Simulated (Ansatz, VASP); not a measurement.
# Two plane-wave programs on MoH3

```xyz
4
Lattice="2.8856 0.0000 0.0000 -1.4428 2.4990 0.0000 0.0000 0.0000 3.8407" Properties=species:S:1:pos:R:3 pbc="T T T"
H     0.0000    1.6660    0.9785
H     0.0000    1.6660    2.8622
H     0.0000    0.0000    0.0000
Mo    0.0000    0.0000    1.9203
```

Alike in both runs: functional PBE; k mesh 6 × 6 × 3; occupations gaussian, width 0.15 eV; no spin polarisation.

Ansatz relaxed the structure, and its values are those at the end. VASP's run is a single point on that final structure, the one shown.

|  | VASP | Ansatz |
| --- | --- | --- |
| version | VASP 6.6.1 | Ansatz 0.2.0 |
| potentials or method | VASP PAW PBE potentials, release 64 (H, Mo_sv), cutoff 520 eV | scalar-relativistic, plane waves, PAW |
| valence electrons in the cell | 17 | 17 |

Ansatz gave:

```
gap on the k mesh at the Fermi level (eV) : none
pressure (GPa)                            : -0.1
```

Question: Which values does VASP return?

Answer: gap on the k mesh at the Fermi level (eV): none; pressure (GPa): 0.0.

A gap of «none» marks a metal or a gap that the smearing closes.

The k mesh is coarse, so the values compare programs but aren't converged.
